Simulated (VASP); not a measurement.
BN: single point with PBEsol+D4

The system is BN.

```xyz
4
Lattice="2.5360 0.0000 0.0000 -1.2680 2.1962 0.0000 0.0000 0.0000 4.1990" Properties=species:S:1:pos:R:3 pbc="T T T"
B     1.2680    0.7321    0.0000
B     0.0000    1.4642    2.0995
N     1.2680    0.7321    1.5746
N     0.0000    1.4642    3.6741
```

* Program: VASP 6.6.1
* Task: single point
* Functional: PBEsol
* Dispersion: D4
* Potentials or basis: VASP PAW PBE potentials, release 64 (B, N)
* Cutoff: 520 eV
* k mesh: 8 × 8 × 4
* Occupations: fermi-dirac, width 0.1 eV
* Spin: no spin polarisation
* Dipole correction: no
* k mesh for the DOS: 12 × 12 × 6
* Occupations for the DOS: tetrahedron
* Further INCAR settings: ALGO = Normal; EDIFF = 1e-06

```yaml
Valence_electrons_inside_the_program's_atomic_spheres: B 2.05; N 3.97
Dispersion_energy_per_atom: -0.134 eV
```

Levels at points of the mesh, in eV from the valence-band top:
```
           k point  band 5  band 6  band 7  band 8  band 9  band 10  band 11  band 12
(0.00, 0.00, 0.00)   -2.15   -0.25    0.00    0.00    8.37     8.37     8.56     9.63
(0.50, 0.00, 0.00)   -7.00   -5.06   -4.51   -2.15    6.61     7.85    10.62    11.50
(0.00, 0.00, 0.50)   -1.19   -1.19   -1.19   -1.19    9.54     9.54     9.94     9.94
(0.50, 0.00, 0.50)   -3.83   -3.83   -3.61   -3.61    6.48     6.48    10.00    10.00
```

Wall time 42 s on 1 thread of Intel Xeon 8259CL (shared host), peak memory 0.14 GiB.
